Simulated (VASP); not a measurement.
Here is a VASP 6.6.1 calculation.

INCAR

```
SYSTEM = Sb
PREC     = Accurate       ! precision mode
ENCUT    = 520            ! plane-wave cutoff, eV
EDIFF    = 1E-6           ! SCF threshold, eV
ISMEAR   = -1             ! smearing method
SIGMA    = 0.1            ! smearing width, eV
LREAL    = .False.        ! projectors in reciprocal space
LASPH    = .True.         ! aspherical terms in the spheres
NELM     = 80             ! most SCF steps
ALGO     = Normal         ! electronic algorithm
ISIF     = 2              ! what is computed and relaxed
LWAVE    = .False.        ! write WAVECAR
LCHARG   = .False.        ! write CHGCAR
GGA      = PE             ! functional
NBANDS   = 8              ! bands
```

Contents of KPOINTS:

```
regular mesh
0
Gamma
  19 19 19
  0 0 0
```

File POSCAR:

```
Sb
1.0
    0.0000000000      2.4862513027      2.4862513027
    2.4862513027      0.0000000000      2.4862513027
    2.4862513027      2.4862513027      0.0000000000
Sb
1
Direct
    0.0000000000      0.0000000000      0.0000000000
```

Potentials or basis: VASP PAW PBE potentials, release 64 (Sb).

Launch:

```sh
$ cat potpaw_PBE.64/Sb/POTCAR > POTCAR
$ mpirun -np 1 vasp_std > vasp.out
```

Task: Estimate the pressure.

Result: -5.1 GPa.
